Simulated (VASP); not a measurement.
The system is RbCl.

```
CELL_PARAMETERS angstrom
0.00000 3.29568 3.29568
3.29568 0.00000 3.29568
3.29568 3.29568 0.00000
ATOMIC_POSITIONS crystal
Rb 0.00000 0.00000 0.00000
Cl 0.50000 0.50000 0.50000
```

Base run:

```yaml
Program: VASP 6.6.1
Functional: PBE
Potentials_or_basis: VASP PAW PBE potentials, release 64 (Rb_sv, Cl)
Cutoff: 500 eV
k_mesh: 7 × 7 × 7
Occupations: fermi-dirac, width 0.05 eV
Spin: no spin polarisation
```

Its results: band gap on the k mesh 4.98 eV; pressure 0.8 GPa.

Q: The run is repeated on the same cell with these changes: functional from PBE to LDA; potentials or basis from VASP PAW PBE potentials, release 64 (Rb_sv, Cl) to VASP PAW LDA potentials, release 64 (Rb_sv, Cl). What comes out?

A: Band gap on the k mesh 4.54 eV; pressure -1.7 GPa.

Caveats: an odd mesh through Γ misses points on the zone boundary, where band edges can lie.
